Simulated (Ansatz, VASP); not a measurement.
Cd2HgTe3: VASP beside Ansatz

```
CELL_PARAMETERS angstrom
4.68998 0.00000 0.00000
-2.34499 4.06164 0.00000
0.00000 0.00000 11.47350
ATOMIC_POSITIONS crystal
Cd 0.00000 0.00000 0.00056
Cd 0.66667 0.33333 0.33337
Hg 0.33333 0.66667 0.66666
Te 0.00000 0.00000 0.75068
Te 0.33333 0.66667 0.41564
Te 0.66667 0.33333 0.08309
```

Alike in both runs: functional PBE; k mesh 12 × 12 × 4; occupations gaussian, width 0.1 eV; no spin polarisation.

Ansatz relaxed the structure, and its values are those at the end. VASP's run is a single point on that final structure, the one shown.

|  | VASP | Ansatz |
| --- | --- | --- |
| version | VASP 6.6.1 | Ansatz 0.2.0 |
| potentials or method | VASP PAW PBE potentials, release 64 (Cd, Hg, Te), cutoff 520 eV | scalar-relativistic, plane waves, PAW |
| valence electrons in the cell | 54 | 108 |

|  | VASP | Ansatz | Ansatz less VASP |
| --- | --- | --- | --- |
| gap on the k mesh at the Fermi level (eV) | none | none | - |
| pressure (GPa) | 0.1 | 0.0 | -0.08 |

A gap of «none» marks a metal or a gap that the smearing closes. VASP's potentials hold 54 valence electrons a cell and Ansatz's 108, so a difference there can come from the potentials and not from the codes.

Neither program's run includes spin-orbit coupling.
